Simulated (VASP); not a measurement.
A run of VASP 6.6.1 is set up as follows.

The input INCAR:

```
SYSTEM = PbSe
PREC     = Accurate       ! precision mode
ENCUT    = 500            ! plane-wave cutoff, eV
EDIFF    = 1E-6           ! SCF threshold, eV
ISMEAR   = 0              ! smearing method
SIGMA    = 0.01           ! smearing width, eV
LREAL    = .FALSE.        ! projectors in reciprocal space
LASPH    = .TRUE.         ! aspherical terms in the spheres
NELM     = 120            ! most SCF steps
ALGO     = Normal         ! electronic algorithm
ISIF     = 2              ! what is computed and relaxed
LWAVE    = .FALSE.        ! write WAVECAR
LCHARG   = .FALSE.        ! write CHGCAR
GGA      = B5             ! functional
ALDAX    = 1.0          
AGGAX    = 1.0          
AGGAC    = 1.0          
ALDAC    = 0.0          
NBANDS   = 28             ! bands
GGA_COMPAT= .FALSE.
```

KPOINTS

```
Automatic mesh
0
G
  6 6 6
  0 0 0
```

Contents of POSCAR:

```
PbSe
1.0
    2.1548765000     -6.1339475000      0.0000000000
    2.1548765000      6.1339475000      0.0000000000
    0.0000000000      0.0000000000      4.4504940000
Pb Se
2 2
Direct
    0.6317610000      0.3682390000      0.7500000000
    0.3682390000      0.6317610000      0.2500000000
    0.8612900000      0.1387100000      0.7500000000
    0.1387100000      0.8612900000      0.2500000000
```

Potentials or basis: VASP PAW PBE potentials, release 64 (Pb_d, Se).

Run with:

```console
$ cat potpaw_PBE.64/Pb_d/POTCAR potpaw_PBE.64/Se/POTCAR > POTCAR
$ mpirun -np 1 vasp_std > vasp.out
```

Question: Estimate the largest force.

Answer: 0.228 eV/Å.

Question: Estimate the pressure.

Answer: 4.5 GPa.

Question: What does it give for the band gap on the k mesh?

Answer: 1.18 eV (least direct gap 1.32 eV).

Forces on the atoms (eV/Å):
```
Pb   0.000  0.224  0.000
Pb   0.000 -0.224  0.000
Se   0.000 -0.228  0.000
Se   0.000  0.228  0.000
```

Caveat: the cell stands under pressure; the PAW data sets were made with another functional, which shifts forces and pressure a little; spin-orbit coupling is left out, which moves the levels of the heavy elements. A k mesh can miss the band edges.
